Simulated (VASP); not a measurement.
# TiC (Fm-3m) in VASP: a series of runs

Runs on TiC. Level: PBEsol. Tasks: vibrations by perturbation theory, elastic constants.

Program: VASP 6.6.1. These are calculated values, not measurements. Logs are shortened: lines on timing, memory, paths and dates and some standing lists are left out, and cuts for length are marked.

## (1) The cell of the first run

The structure is cubic, space group Fm-3m (No. 225). Conventional cell: a = 4.331 Å, b = 4.331 Å, c = 4.331 Å, α = 90.00°, β = 90.00°, γ = 90.00°. Ti (site symmetry m-3m) has 6 C at 2.17 Å within 2.9 Å. Within 2.9 Å of C (site symmetry m-3m) lie 6 Ti at 2.17 Å.

## (2) Vibrations by perturbation theory, PBEsol

Input file INCAR:

```
SYSTEM = TiC
PREC     = Accurate       ! precision mode
ENCUT    = 520            ! plane-wave cutoff, eV
EDIFF    = 1E-8           ! SCF threshold, eV
ISMEAR   = -1             ! smearing method
SIGMA    = 0.05           ! smearing width, eV
LREAL    = .FALSE.        ! projectors in reciprocal space
LASPH    = .TRUE.         ! aspherical terms in the spheres
NELM     = 60             ! most SCF steps
ALGO     = Normal         ! electronic algorithm
ISIF     = 2              ! what is computed and relaxed
LWAVE    = .FALSE.        ! write WAVECAR
LCHARG   = .FALSE.        ! write CHGCAR
GGA      = PS             ! functional
IBRION   = 8              ! ionic algorithm
NSW      = 1              ! ionic steps
```

Input file KPOINTS:

```
regular mesh
0
G
  10 10 10
  0 0 0
```

Input file POSCAR:

```
TiC
1.0
    0.0000000000      2.1657188437      2.1657188437
    2.1657188437      0.0000000000      2.1657188437
    2.1657188437      2.1657188437      0.0000000000
Ti C
1 1
Direct
    0.0000000000      0.0000000000      0.0000000000
    0.5000000000      0.5000000000      0.5000000000
```

Potentials or basis: VASP PAW PBE potentials, release 64 (Ti_sv, C).

The run is started by

```console
$ cat potpaw_PBE.64/Ti_sv/POTCAR potpaw_PBE.64/C/POTCAR > POTCAR
$ mpirun -np 1 vasp_std > vasp.out
```

OUTCAR:

```text
SYSTEM = TiC
   PREC = Accurate
   ENCUT = 520
   EDIFF = 1E-8
   ISMEAR = -1
   LREAL = .FALSE.
   LASPH = .TRUE.
   NELM = 60
   ISIF = 2
   GGA = PS
   IBRION = 8
   NSW = 1

 ion  position               nearest neighbor table
   1  0.000  0.000  0.000-   2 2.17   2 2.17   2 2.17   2 2.17   2 2.17   2 2.17
   2  0.500  0.500  0.500-   1 2.17   1 2.17   1 2.17   1 2.17   1 2.17   1 2.17

  LATTYP: Found a face centered cubic cell.
 ALAT       =     4.3314376874

  Lattice vectors:

 A1 = (   0.0000000000,   2.1657188437,   2.1657188437)
 A2 = (   2.1657188437,   0.0000000000,   2.1657188437)
 A3 = (   2.1657188437,   2.1657188437,   0.0000000000)

Analysis of symmetry for initial positions (statically):
=====================================================================
 Subroutine PRICEL returns:
 Original cell was already a primitive cell.

 Routine SETGRP: Setting up the symmetry group for a
 face centered cubic supercell.

 Subroutine GETGRP returns: Found 48 space group operations
[... 9 lines left out ...]

 Routine SETGRP: Setting up the symmetry group for a
 face centered cubic supercell.

 Subroutine GETGRP returns: Found 48 space group operations
[... 11 lines left out ...]
                                     Primitive cell

  volume of cell :      20.3159

  direct lattice vectors                    reciprocal lattice vectors
     0.000000000  2.165718844  2.165718844    -0.230870227  0.230870227  0.230870227
     2.165718844  0.000000000  2.165718844     0.230870227 -0.230870227  0.230870227
     2.165718844  2.165718844  0.000000000     0.230870227  0.230870227 -0.230870227

  length of vectors
     3.062788961  3.062788961  3.062788961     0.399878962  0.399878962  0.399878962

  position of ions in fractional coordinates (direct lattice)
[... 8 lines left out ...]
----------------------------------------------------------------------------------------

 KPOINTS: regular mesh

Automatic generation of k-mesh.
 Grid dimensions read from file:
 generate k-points for:   10   10   10

 Generating k-lattice:

  Cartesian coordinates                     Fractional coordinates (reciprocal lattice)
    -0.023087023  0.023087023  0.023087023     0.100000000  0.000000000  0.000000000
     0.023087023 -0.023087023  0.023087023     0.000000000  0.100000000  0.000000000
     0.023087023  0.023087023 -0.023087023     0.000000000  0.000000000  0.100000000

  Length of vectors
     0.039987896  0.039987896  0.039987896

  Shift w.r.t. Gamma in fractional coordinates (k-lattice)
     0.000000000  0.000000000  0.000000000

 Subroutine IBZKPT returns following result:
 ===========================================

 Found     47 irreducible k-points:

 Following reciprocal coordinates:
            Coordinates               Weight
  0.000000  0.000000  0.000000      1.000000
  0.100000  0.000000  0.000000      8.000000
  0.200000  0.000000  0.000000      8.000000
  0.300000  0.000000  0.000000      8.000000
  0.400000  0.000000  0.000000      8.000000
  0.500000  0.000000  0.000000      4.000000
[... 16 lines left out ...]
  0.300000  0.300000  0.000000      6.000000
  0.400000  0.300000  0.000000     24.000000
 [... further k-points ...]
   k-points           NKPTS =     47   k-points in BZ     NKDIM =     47   number of bands    NBANDS=     12
   number of dos      NEDOS =    301   number of ions     NIONS =      2
   total plane-waves  NPLWV =  13824
   dimension x,y,z NGX =    24 NGY =   24 NGZ =   24
   dimension x,y,z NGXF=    48 NGYF=   48 NGZF=   48
   ions per type =               1   1
   NGX,Y,Z   is equivalent  to a cutoff of  13.03, 13.03, 13.03 a.u.
   NGXF,Y,Z  is equivalent  to a cutoff of  26.05, 26.05, 26.05 a.u.
 SYSTEM =  TiC
   PREC   = accura    normal or accurate (medium, high low for compatibility)
   ISTART =      0    job   : 0-new  1-cont  2-samecut
   ICHARG =      2    charge: 1-file 2-atom 10-const
   ISPIN  =      1    spin polarized calculation?
   LNONCOLLINEAR =      F non collinear calculations
[... 35 lines left out ...]
 non-spin polarized calculation
  energy-cutoff  :      520.00
  volume of cell :       20.32
 maximum number of plane-waves:       568
   NGX = 11   NGY = 11   NGZ = 11

--------------------------------------- Ionic step        1  -------------------------------------------

 number of electron      16.0000000 magnetization

 Free energy of the ion-electron system (eV)
  ---------------------------------------------------
  ext. energy  EPLUGINS =         0.00000000
  ---------------------------------------------------
  free energy    TOTEN  =       -19.79214032 eV

  energy without entropy =      -19.78955320  energy(sigma->0) =      -19.79084676

 E-fermi :   9.3468     XC(G=0): -12.8602

 val. band max:        9.3415683144   @ k =   0.1000   0.0000   0.0000
 cond. band min:       9.4351825638   @ k =   0.1000   0.1000   0.0000
 fundamental gap:      0.0936142495
 Fermi energy:         9.3468284798

 k-point     1 :       0.0000    0.0000    0.0000
  band No.  band energies     occupation
      1     -47.0312      2.00000
      2     -23.1576      2.00000
      3     -23.1576      2.00000
      4     -23.1576      2.00000
      5      -3.0652      2.00000
      6       9.9635      0.00001
      7       9.9635      0.00001
      8       9.9635      0.00001
      9      11.0071      0.00000
     10      11.0071      0.00000
     11      11.0071      0.00000
     12      11.0256      0.00000
[... 331 lines left out ...]
 k-point    24 :       0.4000    0.3000    0.0000
  band No.  band energies     occupation
      1     -46.9511      2.00000
      2     -23.5231      2.00000
      3     -23.3033      2.00000
      4     -23.2881      2.00000
      5      -0.8207      2.00000
      6       5.3617      2.00000
      7       7.4777      2.00000
      8       8.5529      2.00000
      9       9.5077      0.07705
     10      12.1752      0.00000
     11      13.1474      0.00000
     12      13.3961      0.00000

 [... further k-points ...]
[... 5 lines left out ...]
  --------------------------------------------------------------------------------------
  -------------------------------------------------------------------------------------
  Total       -0.8142334     -0.8142334     -0.8142334      0.0000000      0.0000000     -0.0000000
  in kB      -64.2130429    -64.2130429    -64.2130429      0.0000000      0.0000000     -0.0000000
  external PRESSURE =     -64.2130429 kB  Pullay stress =       0.0000000 kB

 VOLUME and BASIS-vectors are now :
 -----------------------------------------------------------------------------
  energy-cutoff  :      520.00
  volume of cell :       20.32
      direct lattice vectors                 reciprocal lattice vectors
     0.000000000  2.165718844  2.165718844    -0.230870227  0.230870227  0.230870227
     2.165718844  0.000000000  2.165718844     0.230870227 -0.230870227  0.230870227
     2.165718844  2.165718844  0.000000000     0.230870227  0.230870227 -0.230870227

 POSITION                                       TOTAL-FORCE (eV/Angst)
 -----------------------------------------------------------------------------------
      0.00000      0.00000      0.00000         0.000000      0.000000     -0.000000
      2.16572      2.16572      2.16572         0.000000      0.000000      0.000000
 -----------------------------------------------------------------------------------
    total drift:                                0.000000     -0.000000     -0.000000

  FREE ENERGIE OF THE ION-ELECTRON SYSTEM (eV)
  ---------------------------------------------------
  free  energy   TOTEN  =       -19.7921403193 eV

  energy  without entropy=      -19.7895531998  energy(sigma->0) =      -19.79084676

[... ionic steps 2 to 3 ...]

--------------------------------------- Ionic step        4  -------------------------------------------

------------------------ aborting loop because EDIFF is reached ----------------------------------------

[... ionic steps 5 to 6 ...]

--------------------------------------- Ionic step        7  -------------------------------------------

 Free energy of the ion-electron system (eV)
  ---------------------------------------------------
  ---------------------------------------------------
  free energy    TOTEN  =        -0.11757538 eV

  energy without entropy =       -0.11757539

------------------------ aborting loop because EDIFF is reached ----------------------------------------

 INTERNAL STRAIN TENSOR  FOR ION    2  DIRECTION 1   (eV/Angst):
 -----------------------------------------------------------------------------
    -0.01177 -0.00000  0.00000
     0.00000  0.00226  0.00000
     0.00000  0.00000  0.00226

 INTERNAL STRAIN TENSOR FOR ION    2 for displacements in x,y,z  (eV/Angst):
          X           Y           Z          XY          YZ          ZX
  --------------------------------------------------------------------------------
  x     0.00000     0.00000     0.00000     0.00000     0.00000     0.00000
  y     0.00000     0.00000     0.00000     0.00000     0.00000     0.00000
  z     0.00000     0.00000     0.00000     0.00000     0.00000     0.00000

 SECOND DERIVATIVES (NOT SYMMETRIZED)
 ------------------------------------
               1X          1Y          1Z          2X          2Y          2Z
  1X    -9.529543    0.000000    0.000000    9.529543    0.000000    0.000000
  1Y     0.000000   -9.529543    0.000000    0.000000    9.529543    0.000000
  1Z     0.000000    0.000000   -9.529543    0.000000    0.000000    9.529543
  2X     9.479619    0.000000    0.000000   -9.479619    0.000000    0.000000
  2Y     0.000000    9.479619    0.000000    0.000000   -9.479619    0.000000
  2Z     0.000000    0.000000    9.479619    0.000000    0.000000   -9.479619

 Eigenvectors and eigenvalues of the dynamical matrix
 ----------------------------------------------------

   1 f  =   15.541387 THz    97.649413 2PiTHz  518.404862 cm-1    64.273982 meV
             X         Y         Z           dx          dy          dz
      0.000000  0.000000  0.000000    -0.448767    0.000000    0.000000
      2.165719  2.165719  2.165719     0.893649    0.000000    0.000000
[... 21 lines left out ...]
   6 f/i=    0.016369 THz     0.102850 2PiTHz    0.546013 cm-1     0.067697 meV
             X         Y         Z           dx          dy          dz
      0.000000  0.000000  0.000000     0.000000   -0.209388   -0.868772
      2.165719  2.165719  2.165719     0.000000   -0.105149   -0.436274

--------------------------------------------------------------------------------------------------------

 ELASTIC MODULI CONTR FROM IONIC RELAXATION (kBar)
 Direction    XX          YY          ZZ          XY          YZ          ZX
 --------------------------------------------------------------------------------
 XX           0.0000      0.0000      0.0000      0.0000      0.0000      0.0000
 YY           0.0000      0.0000      0.0000      0.0000      0.0000      0.0000
 ZZ           0.0000      0.0000      0.0000      0.0000      0.0000      0.0000
 XY           0.0000      0.0000      0.0000      0.0000      0.0000      0.0000
 YZ           0.0000      0.0000      0.0000      0.0000      0.0000      0.0000
 ZX           0.0000      0.0000      0.0000      0.0000      0.0000      0.0000
 --------------------------------------------------------------------------------
```

Run time: 2.6 min. Hardware: 1 thread of Intel Xeon Platinum 8488C (Sapphire Rapids), shared host; peak memory 0.2 GiB.

Results:

- Highest phonon frequency at Γ, LO-TO splitting left out: 518 cm⁻¹

Phonon frequencies in cm⁻¹ (negative: imaginary):
| q point | frequencies |
| --- | --- |
| (0.000, 0.000, 0.000) | -1 -1 -1 518 518 518 |

Caveat: the cell wasn't relaxed at this level first, which shifts response properties; the PAW data sets were made with another functional, which shifts forces and pressure a little.

## (3) Elastic constants, PBEsol

Input file INCAR:

```
  PREC = Accurate
  ENCUT = 600
  EDIFF = 1E-8
  ISMEAR = -1
  SIGMA = 0.05
  LREAL = False
  LASPH = True
  NELM = 60
  ALGO = Normal
  ISIF = 3
  LWAVE = False
  LCHARG = False
  GGA = PS
  IBRION = 6
  NFREE = 2
  POTIM = 0.015
  NSW = 1
```

Input file KPOINTS:

```
regular mesh
0
Gamma
  10 10 10
```

POSCAR is that of step 2.

Potentials or basis: VASP PAW PBE potentials, release 64 (Ti_sv, C).

The run is started by

```console
$ cat potpaw_PBE.64/Ti_sv/POTCAR potpaw_PBE.64/C/POTCAR > POTCAR
$ mpirun -np 1 vasp_std > vasp.out
```

Wall time 8.2 min (1 thread of Intel Xeon Platinum 8488C (Sapphire Rapids), shared host); peak memory 0.29 GiB.

It converged, with:

- Elastic constants C11, C12, C44: 504, 117, 170 GPa
- Voigt bulk modulus: 246 GPa
- Highest phonon frequency at Γ, LO-TO splitting left out: 517 cm⁻¹

Phonon frequencies in cm⁻¹ (negative: imaginary):
```csv
q point,frequencies
"(0.000, 0.000, 0.000)",0 0 0 517 517 517
```

Elastic tensor in Voigt notation (GPa, in the Cartesian axes of the cell as first typed):
```
504 117 117   0   0   0
117 504 117   0   0   0
117 117 504   0   0   0
  0   0   0 170   0   0
  0   0   0   0 170   0
  0   0   0   0   0 170
```

Clamped-ion elastic tensor (GPa):
```
504 117 117   0   0   0
117 504 117   0   0   0
117 117 504   0   0   0
  0   0   0 170   0   0
  0   0   0   0 170   0
  0   0   0   0   0 170
```

Caveat: the cell is under stress, which shifts elastic constants; the PAW data sets were made with another functional, which shifts forces and pressure a little.
